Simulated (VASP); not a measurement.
Wanted: the native input for a VASP 6.6.1 run.

- Task: single point
- Functional: r2SCAN
- Potentials or basis: VASP PAW PBE potentials, release 64 (Na_pv, F)
- Cutoff: 520 eV
- k mesh: 6 × 6 × 6
- Occupations: gaussian, width 0.01 eV
- Spin: no spin polarisation
- Dipole correction: no
- Further INCAR settings: ALGO = Normal; EDIFF = 1e-06; NBANDS = 22

The system is NaF.

```
Na F
1.0
     3.90637    0.00000    0.00000
    -1.95318    3.38301    0.00000
     0.00000    0.00000    4.59648
Na F
2 2
Direct
  0.33333 0.66667 0.25000
  0.66667 0.33333 0.75000
  0.66667 0.33333 0.25000
  0.33333 0.66667 0.75000
```

This cell differs from its parent crystal: volume changed by +3%.

The input as run:

POSCAR

```
NaF
1.0
    3.9063670452      0.0000000000      0.0000000000
   -1.9531835226      3.3830130977      0.0000000000
    0.0000000000      0.0000000000      4.5964781283
Na F
2 2
Direct
    0.3333333333      0.6666666667      0.2500000000
    0.6666666667      0.3333333333      0.7500000000
    0.6666666667      0.3333333333      0.2500000000
    0.3333333333      0.6666666667      0.7500000000
```

INCAR.step1

```
PREC = Accurate
ENCUT = 520
ISMEAR = 0
SIGMA = 0.01
LREAL = False
LASPH = True
NELM = 80
NBANDS = 22
GGA = PE
ALGO = Normal
EDIFF = 1E-4
LWAVE = True
LCHARG = False
```

INCAR.step2

```
PREC = Accurate
ENCUT = 520
EDIFF = 1E-6
ISMEAR = 0
SIGMA = 0.01
LREAL = False
LASPH = True
NELM = 80
ALGO = Normal
ISIF = 2
LWAVE = False
LCHARG = True
METAGGA = R2SCAN
LMIXTAU = True
LELF = True
LVHAR = True
NBANDS = 22
ISTART = 1
```

KPOINTS

```
regular mesh
0
Gamma
  6 6 6
```

Potentials or basis: VASP PAW PBE potentials, release 64 (Na_pv, F).

Command:

```console
$ cat potpaw_PBE.64/Na_pv/POTCAR potpaw_PBE.64/F/POTCAR > POTCAR
$ cp INCAR.step1 INCAR
$ mpirun -np 1 vasp_std > vasp.out
$ cp INCAR.step2 INCAR
$ mpirun -np 1 vasp_std > vasp.out
```

Results of the run:

| Quantity | Value |
| --- | --- |
| Pressure | -1.6 GPa |
| Band gap on the k mesh | 6.26 eV, direct |

Caveat: the PAW data sets were made with another functional, which shifts forces and pressure a little.

It took 110 s on 1 thread of Intel(R) Xeon(R) Platinum 8375C CPU @ 2.90GHz (Ice Lake), on a shared host, peak memory 0.19 GiB.
